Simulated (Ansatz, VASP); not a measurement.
# Two plane-wave programs on GaSb3

Contents of INCAR:

```
SYSTEM = GaSb3
  PREC = Accurate
  ENCUT = 520
  EDIFF = 1E-6
  ISMEAR = 0
  SIGMA = 0.15
  LREAL = .FALSE.
  LASPH = .TRUE.
  NELM = 60
  ALGO = Normal
  ISIF = 2
  LWAVE = .FALSE.
  LCHARG = .TRUE.
  LELF = .TRUE.
  LVHAR = .TRUE.
  NBANDS = 22
```

The input KPOINTS:

```
regular mesh
0
G
  10 10 10
  0 0 0
```

Contents of POSCAR:

```
GaSb3
1.0
    0.0000000000      3.7494110277      3.6504265766
    3.7494110277      0.0000000000      3.6504265766
    3.7494110277      3.7494110277      0.0000000000
Ga Sb
1 3
Direct
    0.0000000000      0.0000000000      0.0000000000
    0.2500000000      0.2500000000      0.2500000000
    0.7500000000      0.7500000000      0.7500000000
    0.5000000000      0.5000000000      0.5000000000
```

Input for Ansatz:

```yaml
crystal:
  lattice:
    - [0.0, 3.7494110277, 3.6504265766]
    - [3.7494110277, 0.0, 3.6504265766]
    - [3.7494110277, 3.7494110277, 0.0]
  atoms:
    - { symbol: Ga, position: [0.0, 0.0, 0.0] }
    - { symbol: Sb, position: [0.25, 0.25, 0.25] }
    - { symbol: Sb, position: [0.75, 0.75, 0.75] }
    - { symbol: Sb, position: [0.5, 0.5, 0.5] }
basis:
  ecutwfc: 420
kpoints:
  mp_grid: { grid: [10, 10, 10] }
hamiltonian:
  xc: lda
  pseudopotentials: { kind: paw, azcp: { folder: soft_1 } }
scf:
  occupations: { method: gaussian, width: 0.15 }
output:
  forces: true
  stress: true
  eigenvalues: true
```

Alike in both runs: task single point; functional LDA; k mesh 10 × 10 × 10; occupations gaussian, width 0.15 eV; no spin polarisation.

|  | VASP | Ansatz |
| --- | --- | --- |
| version | VASP 6.6.1 | Ansatz 0.2.0 |
| potentials or method | VASP PAW LDA potentials, release 64 (Ga_d, Sb), cutoff 520 eV | scalar-relativistic, plane waves, PAW |
| valence electrons in the cell | 28 | 58 |

Ansatz gave:

| Item | Value |
| --- | --- |
| gap on the k mesh at the Fermi level (eV) | none |
| pressure (GPa) | -4.2 |
| traceless stress, the component that is largest in VASP (GPa) | 0.42 |

Estimate VASP's values.

gap on the k mesh at the Fermi level (eV): none; pressure (GPa): -4.2; traceless stress, the component that is largest in VASP (GPa): 0.43.

Ansatz warns that its potentials were made for another functional, while VASP's fit it. LDA's correlation is that of Perdew and Zunger in VASP and of Perdew and Wang (1992) in Ansatz. A gap of «none» marks a metal or a gap that the smearing closes. VASP's potentials hold 28 valence electrons a cell and Ansatz's 58, so a difference there can come from the potentials and not from the codes.

Spin-orbit coupling is off throughout.
